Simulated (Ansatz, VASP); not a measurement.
**Two plane-wave programs on Mg2Sn**

```
Mg Sn
1.0
     0.00000    3.31051    3.31051
     3.31051    0.00000    3.31051
     3.31051    3.31051    0.00000
Mg Sn
2 1
Direct
  0.25000 0.25000 0.25000
  0.75000 0.75000 0.75000
  0.00000 0.00000 0.00000
```

Change from the starting cell: volume scaled by 0.94, PAW files.

Alike in both runs: task electric field gradients; functional LDA; k mesh 11 × 11 × 11; occupations fermi-dirac, width 0.08 eV; no spin polarisation.

|  | VASP | Ansatz |
| --- | --- | --- |
| version | VASP 6.6.1 | Ansatz 0.2.0 |
| potentials or method | VASP PAW LDA potentials, release 64 (Mg, Sn_d) | PAW with Ansatz's default frozen-core files, scalar-relativistic |
| plane-wave cutoff (eV) | 520 | 420 |
| valence electrons in the cell | 18 | 34 |

```tsv
	VASP	Ansatz	Ansatz less VASP
pressure (GPa)	0.7	0.9	+0.29
```

LDA's correlation is that of Perdew and Zunger in VASP and of Perdew and Wang (1992) in Ansatz. VASP's potentials hold 18 valence electrons a cell and Ansatz's 34, so a difference there can come from the potentials and not from the codes.
